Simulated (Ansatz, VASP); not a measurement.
# MgCd2Se3 in VASP and in Ansatz

```
CELL_PARAMETERS angstrom
4.33835 0.00000 0.00000
-2.16918 3.75712 0.00000
0.00000 0.00000 10.59602
ATOMIC_POSITIONS crystal
Mg 0.00000 0.00000 0.33101
Cd 0.33333 0.66667 0.00448
Cd 0.66667 0.33333 0.66394
Se 0.66667 0.33333 0.91662
Se 0.00000 0.00000 0.57620
Se 0.33333 0.66667 0.25776
```

Alike in both runs: task relaxation of cell and atoms; functional PBE; k mesh 6 × 6 × 4; no spin polarisation.

|  | VASP | Ansatz |
| --- | --- | --- |
| version | VASP 6.6.1 | Ansatz 0.2.0 |
| potentials or method | VASP PAW PBE potentials, release 64 (Mg, Cd, Se), cutoff 600 eV | scalar-relativistic, plane waves, PAW |
| occupations | gaussian, width 0.01 eV | fixed |
| valence electrons in the cell | 44 | 98 |

Ansatz gave:

| Property | Result |
| --- | --- |
| gap on the k mesh at the Fermi level, each at its own relaxed structure (eV) | 0.96 |
| relaxed volume (Å³/atom) | 28.79 |
| relaxed length of the cell vector where the two differ most in proportion (Å) | 10.596 |

Task: Which values does VASP return?

Result: gap on the k mesh at the Fermi level, each at its own relaxed structure (eV): 0.95; relaxed volume (Å³/atom): 28.86; relaxed length of the cell vector where the two differ most in proportion (Å): 10.608.

VASP's potentials hold 44 valence electrons a cell and Ansatz's 98, so a difference there can come from the potentials and not from the codes.
